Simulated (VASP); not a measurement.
# CO2 in VASP: a series of runs

CO2 is run at these levels: LDA; tasks: single point.

Everything below comes from runs of VASP 6.6.1. Logs are shortened: lines on timing, memory, paths and dates and some standing lists are left out, and cuts for length are marked.

### 1 The cell of the first run

The cell holds a disordered packing, 24 atoms: a = 8.082 Å, b = 8.082 Å, c = 8.082 Å, α = 90.00°, β = 90.00°, γ = 90.00°.

### 2 Single point, LDA

The input, INCAR:

```
SYSTEM = CO2
PREC = Accurate ; ENCUT = 1000
EDIFF = 1E-6 ; ISMEAR = -1
SIGMA = 0.05 ; LREAL = Auto
LASPH = .True. ; NELM = 120
ALGO = Normal ; ISIF = 2
LWAVE = .False. ; LCHARG = .True.
GGA = CA ; LELF = .True.
LVHAR = .True. ; NBANDS = 82
GGA_COMPAT = .False.
```

The input, KPOINTS:

```
Automatic mesh
0
Gamma
  1 1 1
  0 0 0
```

The input, POSCAR:

```
CO2
1.0
    8.0824800000      0.0000000000      0.0000000000
    0.0000000000      8.0824800000      0.0000000000
    0.0000000000      0.0000000000      8.0824800000
C O
8 16
Direct
    0.7958695846      0.7623031545      0.6656620245
    0.3298863715      0.9944596213      0.1697127614
    0.6694727361      0.0241881205      0.8910507666
    0.6833917313      0.3770996031      0.6072022449
   -0.1308509269      0.1060194396      0.3311854777
    0.1523418555      0.6323430432      0.4235086261
    0.6443937999      0.3319030793      0.1344636795
    0.1665330443      0.1892364720      0.6801748968
    0.8785174847      0.8211464798      0.7646415457
    0.7143228316      0.6966549871      0.5669794420
    0.3041888133      1.0141812909      0.3096326870
    0.3311483604      0.9670917837      0.0273430927
    0.6684581960     -0.0303248508      1.0197983787
    0.6941804991      0.0605259772      0.7565252249
    0.8285328266      0.3549900526      0.5816284111
    0.5400817571      0.3915753581      0.6239545288
   -0.0244479417      0.1516861161      0.2482282666
   -0.2455805644      0.0591897536      0.4027971613
    0.1105601251      0.6257732775      0.5655194940
    0.2279250923      0.6364012036      0.3001306530
    0.6149473924      0.3360354743     -0.0084874939
    0.6631133019      0.3424815156      0.2761776089
    0.1155833358      0.1434708159      0.8060026131
    0.2315007275      0.2485870673      0.5688105631
```

Potentials or basis: VASP PAW LDA potentials, release 64 (C_h, O_h).

Command:

```
$ cat potpaw_LDA.64/C_h/POTCAR potpaw_LDA.64/O_h/POTCAR > POTCAR
$ mpirun -np 1 vasp_gam > vasp.out
```

OUTCAR:

```text
SYSTEM = CO2
   PREC = Accurate
   ENCUT = 1000
   EDIFF = 1E-6
   ISMEAR = -1
   LREAL = Auto
   LASPH = .True.
   NELM = 120
   ISIF = 2
   GGA = CA

 ion  position               nearest neighbor table
   1  0.796  0.762  0.666-   9 1.15  10 1.16
   2  0.330  0.994  0.170-  11 1.16  12 1.17
   3  0.669  0.024  0.891-  13 1.13  14 1.14
   4  0.683  0.377  0.607-  16 1.17  15 1.20
   5  0.869  0.106  0.331-  17 1.15  18 1.16
   6  0.152  0.632  0.424-  20 1.17  19 1.20
   7  0.644  0.332  0.134-  22 1.16  21 1.18
   8  0.167  0.189  0.680-  24 1.15  23 1.16
   9  0.879  0.821  0.765-   1 1.15
  10  0.714  0.697  0.567-   1 1.16
  11  0.304  0.014  0.310-   2 1.16
  12  0.331  0.967  0.027-   2 1.17
  13  0.668  0.970  0.020-   3 1.13
  14  0.694  0.061  0.757-   3 1.14
[... 8 lines left out ...]
  23  0.116  0.143  0.806-   8 1.16
  24  0.232  0.249  0.569-   8 1.15

  LATTYP: Found a simple cubic cell.
 ALAT       =     8.0824800000

  Lattice vectors:

 A1 = (   8.0824800000,   0.0000000000,   0.0000000000)
 A2 = (   0.0000000000,   8.0824800000,   0.0000000000)
 A3 = (   0.0000000000,   0.0000000000,   8.0824800000)

Analysis of symmetry for initial positions (statically):
=====================================================================
 Subroutine PRICEL returns:
 Original cell was already a primitive cell.

 Routine SETGRP: Setting up the symmetry group for a
 simple cubic supercell.

 Subroutine GETGRP returns: Found  1 space group operations
 (whereof  1 operations were pure point group operations)
 out of a pool of 48 trial point group operations.

The static configuration has the point symmetry C_1 .

Analysis of symmetry for dynamics (positions and initial velocities):
=====================================================================
 Subroutine PRICEL returns:
 Original cell was already a primitive cell.

 Routine SETGRP: Setting up the symmetry group for a
 simple cubic supercell.

 Subroutine GETGRP returns: Found  1 space group operations
 (whereof  1 operations were pure point group operations)
 out of a pool of 48 trial point group operations.

The dynamic configuration has the point symmetry C_1 .

 Subroutine INISYM returns: Found  1 space group operations
 (whereof  1 operations are pure point group operations),
 and found     1 'primitive' translations

----------------------------------------------------------------------------------------

                                     Primitive cell

  volume of cell :     528.0000

  direct lattice vectors                    reciprocal lattice vectors
     8.082480000  0.000000000  0.000000000     0.123724401  0.000000000  0.000000000
     0.000000000  8.082480000  0.000000000     0.000000000  0.123724401  0.000000000
     0.000000000  0.000000000  8.082480000     0.000000000  0.000000000  0.123724401

  length of vectors
     8.082480000  8.082480000  8.082480000     0.123724401  0.123724401  0.123724401

  position of ions in fractional coordinates (direct lattice)
     0.795869585  0.762303155  0.665662025
     0.329886372  0.994459621  0.169712761
     0.669472736  0.024188120  0.891050767
     0.683391731  0.377099603  0.607202245
     0.869149073  0.106019440  0.331185478
     0.152341855  0.632343043  0.423508626
[... 16 lines left out ...]
     0.115583336  0.143470816  0.806002613
     0.231500727  0.248587067  0.568810563

  ion indices of the primitive-cell ions
   primitive index   ion index
                 1           1
                 2           2
                 3           3
                 4           4
                 5           5
                 6           6
[... 16 lines left out ...]
                23          23
                24          24

----------------------------------------------------------------------------------------

 KPOINTS: Automatic mesh

Automatic generation of k-mesh.
 Grid dimensions read from file:
 generate k-points for:    1    1    1

 Generating k-lattice:

  Cartesian coordinates                     Fractional coordinates (reciprocal lattice)
     0.123724401  0.000000000  0.000000000     1.000000000  0.000000000  0.000000000
     0.000000000  0.123724401  0.000000000     0.000000000  1.000000000  0.000000000
     0.000000000  0.000000000  0.123724401     0.000000000  0.000000000  1.000000000

  Length of vectors
     0.123724401  0.123724401  0.123724401

  Shift w.r.t. Gamma in fractional coordinates (k-lattice)
     0.000000000  0.000000000  0.000000000

 Subroutine IBZKPT returns following result:
 ===========================================

 Found      1 irreducible k-points:

 Following reciprocal coordinates:
            Coordinates               Weight
  0.000000  0.000000  0.000000      1.000000
   k-points           NKPTS =      1   k-points in BZ     NKDIM =      1   number of bands    NBANDS=     82
   number of dos      NEDOS =    301   number of ions     NIONS =     24
   total plane-waves  NPLWV = 592704
   dimension x,y,z NGX =    84 NGY =   84 NGZ =   84
   dimension x,y,z NGXF=   168 NGYF=  168 NGZF=  168
   ions per type =               8  16
   NGX,Y,Z   is equivalent  to a cutoff of  17.28, 17.28, 17.28 a.u.
   NGXF,Y,Z  is equivalent  to a cutoff of  34.56, 34.56, 34.56 a.u.
 SYSTEM =  CO2
   PREC   = accura    normal or accurate (medium, high low for compatibility)
   ISTART =      0    job   : 0-new  1-cont  2-samecut
   ICHARG =      2    charge: 1-file 2-atom 10-const
   ISPIN  =      1    spin polarized calculation?
   LNONCOLLINEAR =      F non collinear calculations
   LSORBIT =      F    spin-orbit coupling
   LASPH  =      T    aspherical Exc in radial PAW
   ENCUT  = 1000.0 eV  73.50 Ry    8.57 a.u.  20.84 20.84 20.84*2*pi/ulx,y,z
   NELM   =    120;   NELMIN=  2; NELMDL= -5     # of ELM steps
   EDIFF  = 0.1E-05   stopping-criterion for ELM
   LREAL  =      T    real-space projection
   EDIFFG = 0.1E-04   stopping-criterion for IOM
   NSW    =      0    number of steps for IOM
   IBRION =     -1    ionic relax: 0-MD 1-quasi-New 2-CG
   NFREE  =      0    steps in history (QN), initial steepest desc. (CG)
   ISIF   =      2    stress and relaxation
   ISYM   =      2    0-nonsym 1-usesym 2-fastsym
   POTIM  = 0.5000    time-step for ionic-motion
   TEBEG  =    0.0;   TEEND  =   0.0 temperature during run
   PSTRESS=    0.0 pullay stress
   NELECT =     128.0000    total number of electrons
   NUPDOWN=      -1.0000    fix difference up-down
   EMIN   =  10.00;   EMAX   =-10.00  energy-range for DOS
   EFERMI =   0.00;   METHOD = LEGACY
   ISMEAR =    -1;   SIGMA  =   0.05  broadening in eV -4-tet -1-fermi 0-gaus
   EFERMI_NEDOS =   21; number of points for ismear=-14 and -15
   IALGO  =     38    algorithm
   IMIX   =      4    mixing-type and parameters
     AMIX     =   0.40;   BMIX     =  1.00
     AMIX_MAG =   1.60;   BMIX_MAG =  1.00
  volume/ion in A,a.u.               =      22.00       148.46
  Fermi-wavevector in a.u.,A,eV,Ry     =   1.020783  1.929001 14.177248  1.041998
  Thomas-Fermi vector in A             =   2.154372
   LORBIT       =      0    0 simple, 1 ext, 2 COOP (PROOUT), +10 PAW based schemes
   GGA     = CA    functional components
   LHFCALC =     F    Hartree Fock is set to
   AEXX    =    0.0000 exact exchange contribution
   IVDW    =     0    specifies the selected vdW correction
   LEPSILON=     F    determine dielectric tensor
   LRPA    =     F    only Hartree local field effects (RPA)
 non-spin polarized calculation
  energy-cutoff  :     1000.00
  volume of cell :      528.00
 maximum number of plane-waves:     18997
 NGX is ok and might be reduce to    84
   NGX = 41   NGY = 41   NGZ = 41

 number of electron     127.9999996 magnetization

 Free energy of the ion-electron system (eV)
  ---------------------------------------------------
  ext. energy  EPLUGINS =         0.00000000
  ---------------------------------------------------
  free energy    TOTEN  =      -198.57550103 eV

  energy without entropy =     -198.57550103  energy(sigma->0) =     -198.57550103

 E-fermi :  -3.6903     XC(G=0):  -6.3770

 val. band max:       -4.9692487319   @ k =   0.0000   0.0000   0.0000
 cond. band min:       0.8650596832   @ k =   0.0000   0.0000   0.0000
 fundamental gap:      5.8343084151
 Fermi energy:        -3.6902717669

 k-point     1 :       0.0000    0.0000    0.0000
  band No.  band energies     occupation
      1     -25.9876      2.00000
      2     -25.8901      2.00000
      3     -25.5314      2.00000
      4     -25.5089      2.00000
      5     -25.2555      2.00000
      6     -25.2037      2.00000
[... 68 lines left out ...]
     75       3.1430      0.00000
     76       3.1705      0.00000
 [bands above 76 left out]

------------------------ aborting loop because EDIFF is reached ----------------------------------------

  FORCE on cell =-STRESS in cart. coord.  units (eV):
  Direction    XX          YY          ZZ          XY          YZ          ZX
  --------------------------------------------------------------------------------------
  -------------------------------------------------------------------------------------
  Total       -3.6621420      3.3171454      4.7583443      1.4593021     -2.8418031      0.3402756
  in kB      -11.1125019     10.0656349     14.4388475      4.4281453     -8.6232436      1.0325415
  external PRESSURE =       4.4639935 kB  Pullay stress =       0.0000000 kB

 VOLUME and BASIS-vectors are now :
 -----------------------------------------------------------------------------
  energy-cutoff  :     1000.00
  volume of cell :      528.00
      direct lattice vectors                 reciprocal lattice vectors
     8.082480000  0.000000000  0.000000000     0.123724401  0.000000000  0.000000000
     0.000000000  8.082480000  0.000000000     0.000000000  0.123724401  0.000000000
     0.000000000  0.000000000  8.082480000     0.000000000  0.000000000  0.123724401

 POSITION                                       TOTAL-FORCE (eV/Angst)
 -----------------------------------------------------------------------------------
      6.43260      6.16130      5.38020        -0.468767     -0.997158     -1.030487
      2.66630      8.03770      1.37170        -1.332531     -0.678503     -1.009546
      5.41100      0.19550      7.20190         0.933676      0.166931     -1.793513
      5.52350      3.04790      4.90770         1.874652     -0.773767     -0.813839
      7.02488      0.85690      2.67680        -0.888921     -0.316857     -0.053989
      1.23130      5.11090      3.42300         1.413334     -0.345929      2.962572
[... 16 lines left out ...]
      0.93420      1.15960      6.51450        -0.747022     -0.676746      0.328522
      1.87110      2.00920      4.59740         0.327172      0.345571     -1.822094
 -----------------------------------------------------------------------------------
    total drift:                                0.003498     -0.002397      0.002788

  FREE ENERGIE OF THE ION-ELECTRON SYSTEM (eV)
  ---------------------------------------------------
  free  energy   TOTEN  =      -198.5755010300 eV

  energy  without entropy=     -198.5755010300  energy(sigma->0) =     -198.57550103
```

Wall time 6 min (1 thread of Intel Xeon Platinum 8488C (Sapphire Rapids), shared host); peak memory 0.69 GiB.

Results:

```
Free energy   : -198.5755 eV
Pressure      : 0.4 GPa
Largest force : 4.154 eV/Å
```

Forces on the atoms (eV/Å):
```
C   -0.469 -0.997 -1.030
C   -1.333 -0.679 -1.010
C    0.934  0.167 -1.794
C    1.875 -0.774 -0.814
C   -0.889 -0.317 -0.054
C    1.413 -0.346  2.963
C   -0.925  0.930 -1.593
C    0.247  0.427  1.473
O    1.182  0.360  1.108
O   -0.194  0.156 -0.198
O    0.638  0.205  0.299
O    0.564  0.384  0.717
O   -0.500 -1.016  3.996
O   -0.720  1.523 -2.028
O   -3.229  0.689  0.881
O    1.512 -0.015  0.063
O    1.188  0.459 -0.528
O   -0.189 -0.581  0.684
O   -0.175  0.240 -3.083
O   -1.228  0.083  0.109
O    0.550 -0.446  1.396
O    0.166 -0.120 -0.064
O   -0.747 -0.677  0.329
O    0.327  0.346 -1.822
```

Levels at points of the mesh, in eV from the Fermi level:
```
           k point  band 60  band 61  band 62  band 63  band 64  band 65  band 66  band 67  band 68  band 69
(0.00, 0.00, 0.00)    -1.53    -1.49    -1.41    -1.33    -1.28     4.56     5.38     5.64     5.83     6.13
```

Caveat: the k points lie up to 0.78 Å⁻¹ apart; the atoms stand as in a frame of molecular dynamics.

(Part 1 of 2 ends here.)
